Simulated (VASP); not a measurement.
# Cs3I2 (R-3m) in VASP: further runs

Runs on Cs3I2. Level: PBE. Tasks: single point, relaxation of cell and atoms.

Program: VASP 6.6.1. These are calculated values, not measurements. Logs are shortened: lines on timing, memory, paths and dates and some standing lists are left out, and cuts for length are marked.

## Step 1: The cell of the first run

It takes space group R-3m (No. 166, trigonal). The conventional cell has a = 9.495 Å, b = 9.495 Å, c = 14.268 Å, α = 90.00°, β = 90.00°, γ = 120.00°. Cs (site symmetry 2/m) has 2 I at 3.75 Å and 4 Cs at 4.75 Å within 4.9 Å. Within 4.9 Å of I (site symmetry 3m) lie 3 Cs at 3.75 Å and 1 I at 4.40 Å.

## Step 2: Single point, PBE

INCAR reads:

```
PREC = Accurate
ENCUT = 520
EDIFF = 1E-7
ISMEAR = 0
SIGMA = 0.1
LREAL = F
LASPH = T
NELM = 100
ALGO = Normal
ISIF = 2
LWAVE = F
LCHARG = F
GGA = PE
NBANDS = 28
```

KPOINTS reads:

```
regular mesh
0
Gamma
  6 6 6
```

POSCAR reads:

```
Cs3I2
1.0
    4.7476419193      2.7410523401      4.7561495410
   -4.7476419193      2.7410523401      4.7561495410
    0.0000000000     -5.4821046803      4.7561495410
Cs I
3 2
Direct
    0.0000000000      0.5000000000      0.0000000000
    0.5000000000      0.0000000000      0.0000000000
    0.0000000000      0.0000000000      0.5000000000
    0.6541418297      0.6541418297      0.6541418297
    0.3458581703      0.3458581703      0.3458581703
```

Potentials or basis: VASP PAW PBE potentials, release 64 (Cs_sv, I).

The run is started by

```console
> cat potpaw_PBE.64/Cs_sv/POTCAR potpaw_PBE.64/I/POTCAR > POTCAR
> mpirun -np 1 vasp_std > vasp.out
```

OUTCAR:

```text
PREC = Accurate
   ENCUT = 520
   EDIFF = 1E-7
   ISMEAR = 0
   LREAL = F
   LASPH = T
   NELM = 100
   ISIF = 2
   GGA = PE

 ion  position               nearest neighbor table
   1  0.000  0.500  0.000-
   2  0.500  0.000  0.000-
   3  0.000  0.000  0.500-
   4  0.654  0.654  0.654-
   5  0.346  0.346  0.346-

  LATTYP: Found a trigonal (rhomboedric) cell.
 ALAT       =     7.2577152177
 COS(alpha) =     0.1441728476

  Lattice vectors:

 A1 = (   4.7476419193,   2.7410523401,   4.7561495410)
 A2 = (  -4.7476419193,   2.7410523401,   4.7561495410)
 A3 = (   0.0000000000,  -5.4821046803,   4.7561495410)

Analysis of symmetry for initial positions (statically):
=====================================================================
 Subroutine PRICEL returns:
 Original cell was already a primitive cell.

 Routine SETGRP: Setting up the symmetry group for a
 trigonal (rhombohedral) supercell.

 Subroutine GETGRP returns: Found 12 space group operations
 (whereof 12 operations were pure point group operations)
 out of a pool of 12 trial point group operations.

The static configuration has the point symmetry D_3d.

Analysis of symmetry for dynamics (positions and initial velocities):
=====================================================================
 Subroutine PRICEL returns:
 Original cell was already a primitive cell.

 Routine SETGRP: Setting up the symmetry group for a
 trigonal (rhombohedral) supercell.

 Subroutine GETGRP returns: Found 12 space group operations
 (whereof 12 operations were pure point group operations)
 out of a pool of 12 trial point group operations.

The dynamic configuration has the point symmetry D_3d.

 Subroutine INISYM returns: Found 12 space group operations
 (whereof 12 operations are pure point group operations),
 and found     1 'primitive' translations

----------------------------------------------------------------------------------------

                                     Primitive cell

  volume of cell :     371.3659

  direct lattice vectors                    reciprocal lattice vectors
     4.747641919  2.741052340  4.756149541     0.105315440  0.060803898  0.070084704
    -4.747641919  2.741052340  4.756149541    -0.105315440  0.060803898  0.070084704
     0.000000000 -5.482104680  4.756149541     0.000000000 -0.121607796  0.070084704

  length of vectors
     7.257715218  7.257715218  7.257715218     0.140357835  0.140357835  0.140357835

  position of ions in fractional coordinates (direct lattice)
     0.000000000  0.500000000  0.000000000
     0.500000000  0.000000000  0.000000000
     0.000000000  0.000000000  0.500000000
     0.654141830  0.654141830  0.654141830
     0.345858170  0.345858170  0.345858170

  ion indices of the primitive-cell ions
   primitive index   ion index
                 1           1
                 2           2
                 3           3
                 4           4
                 5           5

----------------------------------------------------------------------------------------

 KPOINTS: regular mesh

Automatic generation of k-mesh.
 Grid dimensions read from file:
 generate k-points for:    6    6    6

 Generating k-lattice:

  Cartesian coordinates                     Fractional coordinates (reciprocal lattice)
     0.017552573  0.010133983  0.011680784     0.166666667  0.000000000  0.000000000
    -0.017552573  0.010133983  0.011680784     0.000000000  0.166666667  0.000000000
     0.000000000 -0.020267966  0.011680784     0.000000000  0.000000000  0.166666667

  Length of vectors
     0.023392972  0.023392972  0.023392972

  Shift w.r.t. Gamma in fractional coordinates (k-lattice)
     0.000000000  0.000000000  0.000000000

 Subroutine IBZKPT returns following result:
 ===========================================

 Found     32 irreducible k-points:

 Following reciprocal coordinates:
            Coordinates               Weight
  0.000000  0.000000  0.000000      1.000000
  0.166667  0.000000  0.000000      6.000000
  0.333333  0.000000  0.000000      6.000000
  0.500000 -0.000000  0.000000      3.000000
  0.166667  0.166667  0.000000      6.000000
  0.333333  0.166667  0.000000     12.000000
[... 16 lines left out ...]
  0.500000  0.500000  0.166667      6.000000
 -0.333333  0.500000  0.166667     12.000000
 [... further k-points ...]
   k-points           NKPTS =     32   k-points in BZ     NKDIM =     32   number of bands    NBANDS=     28
   number of dos      NEDOS =    301   number of ions     NIONS =      5
   total plane-waves  NPLWV = 157464
   dimension x,y,z NGX =    54 NGY =   54 NGZ =   54
   dimension x,y,z NGXF=   108 NGYF=  108 NGZF=  108
   ions per type =               3   2
   NGX,Y,Z   is equivalent  to a cutoff of  12.37, 12.37, 12.37 a.u.
   NGXF,Y,Z  is equivalent  to a cutoff of  24.74, 24.74, 24.74 a.u.
 SYSTEM =  unknown system
   PREC   = accura    normal or accurate (medium, high low for compatibility)
   ISTART =      0    job   : 0-new  1-cont  2-samecut
   ICHARG =      2    charge: 1-file 2-atom 10-const
   ISPIN  =      1    spin polarized calculation?
   LNONCOLLINEAR =      F non collinear calculations
   LSORBIT =      F    spin-orbit coupling
   LASPH  =      T    aspherical Exc in radial PAW
   ENCUT  =  520.0 eV  38.22 Ry    6.18 a.u.  13.49 13.49 13.49*2*pi/ulx,y,z
   NELM   =    100;   NELMIN=  2; NELMDL= -5     # of ELM steps
   EDIFF  = 0.1E-06   stopping-criterion for ELM
   LREAL  =      F    real-space projection
   EDIFFG = 0.1E-05   stopping-criterion for IOM
   NSW    =      0    number of steps for IOM
   IBRION =     -1    ionic relax: 0-MD 1-quasi-New 2-CG
   NFREE  =      0    steps in history (QN), initial steepest desc. (CG)
   ISIF   =      2    stress and relaxation
   ISYM   =      2    0-nonsym 1-usesym 2-fastsym
   POTIM  = 0.5000    time-step for ionic-motion
   TEBEG  =    0.0;   TEEND  =   0.0 temperature during run
   PSTRESS=    0.0 pullay stress
   NELECT =      41.0000    total number of electrons
   NUPDOWN=      -1.0000    fix difference up-down
   EMIN   =  10.00;   EMAX   =-10.00  energy-range for DOS
   EFERMI =   0.00;   METHOD = LEGACY
   ISMEAR =     0;   SIGMA  =   0.10  broadening in eV -4-tet -1-fermi 0-gaus
   EFERMI_NEDOS =   21; number of points for ismear=-14 and -15
   IALGO  =     38    algorithm
   IMIX   =      4    mixing-type and parameters
     AMIX     =   0.40;   BMIX     =  1.00
     AMIX_MAG =   1.60;   BMIX_MAG =  1.00
  volume/ion in A,a.u.               =      74.27       501.22
  Fermi-wavevector in a.u.,A,eV,Ry     =   0.785360  1.484115  8.391942  0.616790
  Thomas-Fermi vector in A             =   1.889680
   LORBIT       =      0    0 simple, 1 ext, 2 COOP (PROOUT), +10 PAW based schemes
   GGA     = PE    functional components
   LHFCALC =     F    Hartree Fock is set to
   AEXX    =    0.0000 exact exchange contribution
   IVDW    =     0    specifies the selected vdW correction
   LEPSILON=     F    determine dielectric tensor
   LRPA    =     F    only Hartree local field effects (RPA)
 non-spin polarized calculation
 Gauss-broadening in eV      SIGMA  =   0.10
  energy-cutoff  :      520.00
  volume of cell :      371.37
 maximum number of plane-waves:     10061
 NGX is ok and might be reduce to    54
   NGX = 27   NGY = 27   NGZ = 27

 number of electron      40.9999994 magnetization

 Free energy of the ion-electron system (eV)
  ---------------------------------------------------
  ext. energy  EPLUGINS =         0.00000000
  ---------------------------------------------------
  free energy    TOTEN  =       -10.82472552 eV

  energy without entropy =      -10.81293633  energy(sigma->0) =      -10.81883092

 E-fermi :   1.6959     XC(G=0):  -6.1193

 val. band max:        1.6755612673   @ k =   0.3333   0.3333   0.1667
 cond. band min:       1.7179124297   @ k =   0.5000   0.1667   0.1667
 fundamental gap:      0.0423511624
 Fermi energy:         1.6958948098

 k-point     1 :       0.0000    0.0000    0.0000
  band No.  band energies     occupation
      1     -22.0777      2.00000
      2     -22.0542      2.00000
      3     -22.0542      2.00000
      4     -11.4986      2.00000
      5     -11.4943      2.00000
      6      -9.0411      2.00000
[... 20 lines left out ...]
     27       4.0917      0.00000
     28       4.2826      0.00000

 k-point     2 :       0.1667    0.0000    0.0000
  band No.  band energies     occupation
      1     -22.0763      2.00000
      2     -22.0556      2.00000
      3     -22.0542      2.00000
      4     -11.5194      2.00000
      5     -11.4734      2.00000
      6      -9.0326      2.00000
[... 20 lines left out ...]
     27       4.0833      0.00000
     28       4.1324      0.00000

 k-point     3 :       0.3333    0.0000    0.0000
  band No.  band energies     occupation
      1     -22.0727      2.00000
      2     -22.0592      2.00000
      3     -22.0542      2.00000
      4     -11.5361      2.00000
      5     -11.4565      2.00000
      6      -9.0275      2.00000
[... 20 lines left out ...]
     27       3.9141      0.00000
     28       3.9503      0.00000

 k-point     4 :       0.5000   -0.0000    0.0000
  band No.  band energies     occupation
      1     -22.0698      2.00000
      2     -22.0620      2.00000
      3     -22.0542      2.00000
      4     -11.5422      2.00000
      5     -11.4503      2.00000
      6      -9.0281      2.00000
[... 578 lines left out ...]
     27       3.9096      0.00000
     28       4.0264      0.00000

 k-point    23 :       0.5000    0.5000    0.1667
  band No.  band energies     occupation
      1     -22.0701      2.00000
      2     -22.0598      2.00000
      3     -22.0560      2.00000
      4     -11.5341      2.00000
      5     -11.4636      2.00000
      6      -9.0474      2.00000
[... 20 lines left out ...]
     27       4.1206      0.00000
     28       4.3036      0.00000

 k-point    24 :      -0.3333    0.5000    0.1667
  band No.  band energies     occupation
      1     -22.0676      2.00000
      2     -22.0627      2.00000
      3     -22.0556      2.00000
      4     -11.5192      2.00000
      5     -11.4782      2.00000
      6      -9.0273      2.00000
[... 20 lines left out ...]
     27       4.0155      0.00000
     28       4.2579      0.00000

 [... further k-points ...]
[... 5 lines left out ...]
  --------------------------------------------------------------------------------------
  -------------------------------------------------------------------------------------
  Total        0.0106834      0.0106834      0.0582272      0.0000000     -0.0000000      0.0000000
  in kB        0.0460914      0.0460914      0.2512086      0.0000000     -0.0000000      0.0000000
  external PRESSURE =       0.1144638 kB  Pullay stress =       0.0000000 kB

 VOLUME and BASIS-vectors are now :
 -----------------------------------------------------------------------------
  energy-cutoff  :      520.00
  volume of cell :      371.37
      direct lattice vectors                 reciprocal lattice vectors
     4.747641919  2.741052340  4.756149541     0.105315440  0.060803898  0.070084704
    -4.747641919  2.741052340  4.756149541    -0.105315440  0.060803898  0.070084704
     0.000000000 -5.482104680  4.756149541     0.000000000 -0.121607796  0.070084704

 POSITION                                       TOTAL-FORCE (eV/Angst)
 -----------------------------------------------------------------------------------
     -2.37382      1.37053      2.37807        -0.000000     -0.000000      0.000000
      2.37382      1.37053      2.37807         0.000000     -0.000000      0.000000
      0.00000     -2.74105      2.37807        -0.000000     -0.000000      0.000000
      0.00000     -0.00000      9.33359         0.000000      0.000000     -0.006535
      0.00000     -0.00000      4.93486         0.000000     -0.000000      0.006535
 -----------------------------------------------------------------------------------
    total drift:                                0.000000      0.000000     -0.000000

  FREE ENERGIE OF THE ION-ELECTRON SYSTEM (eV)
  ---------------------------------------------------
  free  energy   TOTEN  =       -10.8247255186 eV

  energy  without entropy=      -10.8129363260  energy(sigma->0) =      -10.81883092
```

Run time: 4.1 min. Hardware: 1 thread of Intel Xeon Platinum 8488C (Sapphire Rapids), shared host; peak memory 0.58 GiB.

What came out:

* Free energy: -10.8247 eV
* Pressure: 0.0 GPa
* Largest force: 0.007 eV/Å

Forces on the atoms (eV/Å):
```
Cs   0.000  0.000  0.000
Cs   0.000  0.000  0.000
Cs   0.000  0.000  0.000
I    0.000  0.000 -0.007
I    0.000  0.000  0.007
```

Levels at points of the mesh, in eV from the Fermi level:
```tsv
k point	band 18	band 19	band 20	band 21	band 22	band 23
(0.00, 0.00, 0.00)	-3.12	-3.12	-2.80	-0.86	1.08	1.49
(0.50, 0.00, 0.00)	-3.27	-3.20	-3.03	-0.13	0.97	1.79
(0.50, 0.50, 0.00)	-3.26	-3.03	-3.00	0.39	0.90	1.33
(0.50, 0.50, 0.50)	-3.26	-3.26	-2.77	0.92	0.95	0.95
```

Caveat: spin-orbit coupling is left out, which moves the levels of the heavy elements; an odd number of electrons without spin polarisation forces a metal; a magnetic or distorted state may lie lower.

## Step 3: Relaxation of cell and atoms, PBE

This run uses another cell than the first one, of 72.51 Å³/atom, 0.976 times its volume.

INCAR reads:

```
SYSTEM = Cs3I2
ALGO     = Normal         ! electronic algorithm
EDIFF    = 1E-6           ! SCF threshold, eV
EDIFFG   = -0.01          ! ionic threshold
ENCUT    = 600            ! plane-wave cutoff, eV
GGA      = PE             ! functional
IBRION   = 2              ! ionic algorithm
ISIF     = 3              ! what is computed and relaxed
ISMEAR   = 0              ! smearing method
LASPH    = .True.         ! aspherical terms in the spheres
LCHARG   = .False.        ! write CHGCAR
LREAL    = .False.        ! projectors in reciprocal space
LWAVE    = .False.        ! write WAVECAR
NELM     = 100            ! most SCF steps
NSW      = 100            ! ionic steps
PREC     = Accurate       ! precision mode
SIGMA    = 0.1            ! smearing width, eV
```

KPOINTS reads:

```
k-points
0
Gamma
  6 6 6
  0 0 0
```

POSCAR reads:

```
Cs3I2
1.0
    4.6851910238      2.7049962988      4.7680085929
   -4.6851910238      2.7049962988      4.7680085929
    0.0000000000     -5.4099925976      4.7680085929
Cs I
3 2
Direct
    0.0000000000      0.5000000000      0.0000000000
    0.5000000000      0.0000000000      0.0000000000
    0.0000000000      0.0000000000      0.5000000000
    0.6524474634      0.6524474634      0.6524474634
    0.3475525366      0.3475525366      0.3475525366
```

Potentials or basis: VASP PAW PBE potentials, release 64 (Cs_sv, I).

The run is started by

```console
> cat potpaw_PBE.64/Cs_sv/POTCAR potpaw_PBE.64/I/POTCAR > POTCAR
> mpirun -np 1 vasp_std > vasp.out
```

It took 13 min on 1 thread of Intel Xeon Platinum 8488C (Sapphire Rapids), shared host; peak memory 0.73 GiB.

It converged, with:

| Property | Result |
| --- | --- |
| Free energy | -10.8244 eV |
| Relaxed volume | 73.67 Å³/atom |
| Relaxed cell | a = 7.242 Å, b = 7.242 Å, c = 7.242 Å, α = 81.49°, β = 81.49°, γ = 81.49° |
| Space group after relaxing (to 0.05 Å) | R-3m (No. 166) |
| Energy gained by relaxing | 0.3 meV/atom |
| Ionic steps | 8 |
| Pressure after relaxing | 0.0 GPa |

Forces on the atoms (eV/Å):
```
Cs   0.000  0.000  0.000
Cs   0.000  0.000  0.000
Cs   0.000  0.000  0.000
I    0.000  0.000  0.002
I    0.000  0.000 -0.002
```

The path:
```csv
step,energy change (eV),largest force (eV/Å),pressure (GPa),volume (Å³)
1,0.0000,0.0233,0.06,362.56
2,-0.0006,0.0107,0.04,364.11
3,-0.0010,0.0120,0.00,366.95
4,-0.0011,0.0123,-0.01,367.18
5,-0.0013,0.0134,0.00,367.88
6,-0.0013,0.0139,0.00,368.16
7,-0.0014,0.0112,0.00,368.22
8,-0.0014,0.0022,0.01,368.37
```

Final structure:
```
Cs I
1.0
     4.72679    2.72901    4.75955
    -4.72679    2.72901    4.75955
     0.00000   -5.45803    4.75955
Cs I
3 2
Direct
  0.00000 0.50000 0.00000
  0.50000 0.00000 0.00000
  0.00000 0.00000 0.50000
  0.65295 0.65295 0.65295
  0.34705 0.34705 0.34705
```

Levels at points of the mesh, in eV from the Fermi level:
```
           k point  band 16  band 17  band 18  band 19  band 20  band 21  band 22  band 23  band 24
(0.00, 0.00, 0.00)    -3.51    -3.51    -3.13    -3.13    -2.79    -0.86     1.08     1.48     1.48
(0.50, 0.00, 0.00)    -3.51    -3.31    -3.28    -3.20    -3.02    -0.13     0.98     1.79     1.94
(0.50, 0.50, 0.00)    -3.61    -3.32    -3.26    -3.03    -3.00     0.39     0.90     1.35     1.65
(0.50, 0.50, 0.50)    -3.36    -3.36    -3.25    -3.25    -2.76     0.89     0.95     0.95     1.05
```

Caveat: spin-orbit coupling is left out, which moves the levels of the heavy elements; an odd number of electrons without spin polarisation forces a metal; a magnetic or distorted state may lie lower.

## Step 4: Single point, PBE

This run uses another cell than the first one, of 72.51 Å³/atom, 0.976 times its volume.

INCAR reads:

```
PREC     = Accurate       # precision mode
ENCUT    = 520            # plane-wave cutoff, eV
EDIFF    = 1E-6           # SCF threshold, eV
ISMEAR   = 0              # smearing method
SIGMA    = 0.1            # smearing width, eV
LREAL    = F              # projectors in reciprocal space
LASPH    = T              # aspherical terms in the spheres
NELM     = 100            # most SCF steps
ALGO     = Normal         # electronic algorithm
ISIF     = 2              # what is computed and relaxed
LWAVE    = F              # write WAVECAR
LCHARG   = F              # write CHGCAR
GGA      = PE             # functional
NBANDS   = 28             # bands
```

KPOINTS reads:

```
Automatic mesh
0
Gamma
  2 2 2
```

POSCAR is that of step 3.

The run is started by

```console
> cat potpaw_PBE.64/Cs_sv/POTCAR potpaw_PBE.64/I/POTCAR > POTCAR
> mpirun -np 1 vasp_std > vasp.out
```

It took 36 s on 1 thread of Intel Xeon Platinum 8488C (Sapphire Rapids), shared host; peak memory 0.39 GiB.

The run converged. Its results:

```yaml
Free_energy: -10.8456 eV
Pressure: 0.0 GPa
Largest_force: 0.019 eV/Å
```

Forces on the atoms (eV/Å):
```
Cs   0.000  0.000  0.000
Cs   0.000  0.000  0.000
Cs   0.000  0.000  0.000
I    0.000  0.000 -0.019
I    0.000  0.000  0.019
```

Levels at points of the mesh, in eV from the Fermi level:
```
           k point  band 16  band 17  band 18  band 19  band 20  band 21  band 22  band 23  band 24  band 25
(0.00, 0.00, 0.00)    -3.72    -3.72    -3.32    -3.32    -2.99    -1.01     0.91     1.31     1.31     1.47
(0.50, 0.00, 0.00)    -3.73    -3.51    -3.49    -3.40    -3.23    -0.27     0.85     1.63     1.78     1.84
(0.50, 0.50, 0.00)    -3.82    -3.52    -3.47    -3.23    -3.19     0.27     0.75     1.23     1.49     1.93
(0.50, 0.50, 0.50)    -3.57    -3.57    -3.45    -3.45    -2.96     0.71     0.82     0.82     0.92     1.57
```

Caveat: the k points lie up to 0.45 Å⁻¹ apart; spin-orbit coupling is left out, which moves the levels of the heavy elements; an odd number of electrons without spin polarisation forces a metal; a magnetic or distorted state may lie lower.

## Step 5: Summary

```csv
task,cell,k mesh,cutoff (eV),gap on the mesh (eV),pressure (GPa),largest force (eV/Å)
single point,"a = 7.258 Å, angles 81.7°, 5 atoms",6 × 6 × 6,520,none,0.0,0.01
relaxation of cell and atoms,"relaxed from a = 7.211 Å, angles 81.0°, 5 atoms",6 × 6 × 6,600,none,0.0,-
single point,"a = 7.211 Å, angles 81.0°, 5 atoms",2 × 2 × 2,520,none,0.0,0.02
```

Alike in all rows: level PBE; potentials or basis VASP PAW PBE potentials, release 64 (Cs_sv, I); no spin polarisation; smearing gaussian 0.1 eV.

Caveats: some runs use coarse meshes; spin-orbit coupling is left out, which moves the levels of the heavy elements; an odd number of electrons without spin polarisation forces a metal; a magnetic or distorted state may lie lower.

Total energies depend on the potentials used, so only differences within one code and one set of settings carry meaning.
